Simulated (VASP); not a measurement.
Runs of VASP 6.6.1 on BP. The structure is that of space group F-43m (No. 216), or close to it. The cells are those of the table. 

| cell | gap on the mesh (eV) | pressure (GPa) |
| --- | --- | --- |
| a = 2.874 Å, angles 60.0°, 2 atoms | 0.81 | (b) |
| a = 2.763 Å, angles 60.0°, 2 atoms | 0.55 | 168.7 |
| a = 2.705 Å, angles 60.0°, 2 atoms | 0.42 | 216.3 |
| a = 2.820 Å, angles 60.0°, 2 atoms | (a) | (c) |

Alike in all rows: task single point; level r2SCAN; potentials or basis VASP PAW PBE potentials, release 64 (B, P); no spin polarisation; k mesh 12 × 12 × 12; cutoff (eV) 550; smearing gaussian 0.05 eV.

Question: Estimate the missing entries.

Answer: (a) 0.68; (b) 100.7; (c) 131.0.

Caveats: the cell stands under pressure; the PAW data sets were made with another functional, which shifts forces and pressure a little.

A k mesh can miss the band edges.
